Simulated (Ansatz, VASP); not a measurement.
## Nb3N: VASP beside Ansatz

```xyz
4
Lattice="2.3643 -3.6422 0.0000 2.3643 3.6422 0.0000 0.0000 0.0000 3.9928" Properties=species:S:1:pos:R:3 pbc="T T T"
Nb    2.3643   -1.3967    0.0000
Nb    2.3643    1.3967    0.0000
Nb    0.0000    0.0000    1.9964
N     0.0000    0.0000    0.0000
```

Alike in both runs: functional PBE; k mesh 4 × 4 × 6; occupations gaussian, width 0.1 eV; no spin polarisation.

Ansatz relaxed the structure, and its values are those at the end. VASP's run is a single point on that final structure, the one shown.

|  | VASP | Ansatz |
| --- | --- | --- |
| version | VASP 6.6.1 | Ansatz 0.2.0 |
| potentials or method | VASP PAW PBE potentials, release 64 (Nb_sv, N), cutoff 520 eV | scalar-relativistic, plane waves, PAW |
| valence electrons in the cell | 44 | 44 |

```tsv
	VASP	Ansatz	Ansatz less VASP
gap on the k mesh at the Fermi level (eV)	none	none	-
pressure (GPa)	-0.2	0.1	+0.29
rms of the force components (eV/Å)	0.010	0.007	-0.0024
```

A gap of «none» marks a metal or a gap that the smearing closes. With one functional, cell and mesh, what is left measures potentials, basis and numerics.

The k mesh is coarse, so the values compare programs but aren't converged.
